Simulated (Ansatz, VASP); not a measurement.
One calculation of BAs, two programs

```
B As
1.0
     0.00000    2.30823    2.30823
     2.30823    0.00000    2.30823
     2.30823    2.30823    0.00000
B As
1 1
Cartesian
  0.0000 0.0000 0.0000
  3.4624 3.4624 3.4624
```

Change from the starting cell: strain -0.040 along x and y, -0.040 along z, atoms carried along.

Alike in both runs: task single point; functional PBE; k mesh 10 × 10 × 10; occupations gaussian, width 0.05 eV; no spin polarisation.

|  | VASP | Ansatz |
| --- | --- | --- |
| version | VASP 6.6.1 | Ansatz 0.2.0 |
| potentials or method | VASP PAW PBE potentials, release 64 (B, As), cutoff 520 eV | scalar-relativistic, plane waves, PAW |
| valence electrons in the cell | 8 | 18 |

```tsv
	VASP	Ansatz	Ansatz less VASP
gap on the k mesh at the Fermi level (eV)	1.06	1.08	+0.011
least direct gap on the mesh (eV)	3.41	3.42	+0.004
pressure (GPa)	21.8	20.7	-1.08
```

VASP's potentials hold 8 valence electrons a cell and Ansatz's 18, so a difference there can come from the potentials and not from the codes.
